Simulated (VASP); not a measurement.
## Al3BP4: single point with r2SCAN

Al3BP4:

```
CELL_PARAMETERS angstrom
5.14825 0.00000 0.00000
0.00000 5.14825 0.00000
0.00000 0.00000 5.14825
ATOMIC_POSITIONS crystal
B 0.00000 0.00000 0.00000
P 0.22680 0.22680 0.22680
P 0.77320 0.77320 0.22680
P 0.77320 0.22680 0.77320
P 0.22680 0.77320 0.77320
Al 0.50000 0.50000 0.00000
Al 0.50000 0.00000 0.50000
Al 0.00000 0.50000 0.50000
```

This cell differs from its parent crystal: volume changed by -6%.

| Item | Value |
| --- | --- |
| Program | VASP 6.6.1 |
| Task | single point |
| Functional | r2SCAN |
| Potentials or basis | VASP PAW PBE potentials, release 64 (B, P, Al) |
| Cutoff | 520 eV |
| k mesh | 4 × 4 × 4 |
| Occupations | gaussian, width 0.01 eV |
| Spin | no spin polarisation |

```yaml
Pressure: 6.9 GPa
Largest_force: 0.077 eV/Å
Band_gap_on_the_k_mesh: 1.42 eV, indirect (least direct gap 1.55 eV)
```

Forces on the atoms (eV/Å):
```
B    0.000  0.000  0.000
P   -0.044 -0.044 -0.044
P    0.044  0.044 -0.044
P    0.044 -0.044  0.044
P   -0.044  0.044  0.044
Al   0.000  0.000  0.000
Al   0.000  0.000  0.000
Al   0.000  0.000  0.000
```

Levels at points of the mesh, in eV from the valence-band top:
| k point | band 14 | band 15 | band 16 | band 17 | band 18 | band 19 |
| --- | --- | --- | --- | --- | --- | --- |
| (0.00, 0.00, 0.00) | 0.00 | 0.00 | 0.00 | 1.55 | 1.55 | 1.55 |
| (0.50, 0.00, 0.00) | -2.18 | -1.22 | -1.22 | 2.14 | 2.67 | 4.28 |
| (0.50, 0.50, 0.00) | -1.66 | -1.13 | -0.58 | 2.93 | 3.32 | 4.24 |
| (0.50, 0.50, 0.50) | -0.85 | -0.67 | -0.67 | 1.42 | 3.84 | 3.84 |

Wall time 2 min on 1 thread of Intel Xeon 6975P-C (shared host), peak memory 0.27 GiB.

Caveat: the PAW data sets were made with another functional, which shifts forces and pressure a little. A k mesh can miss the band edges.
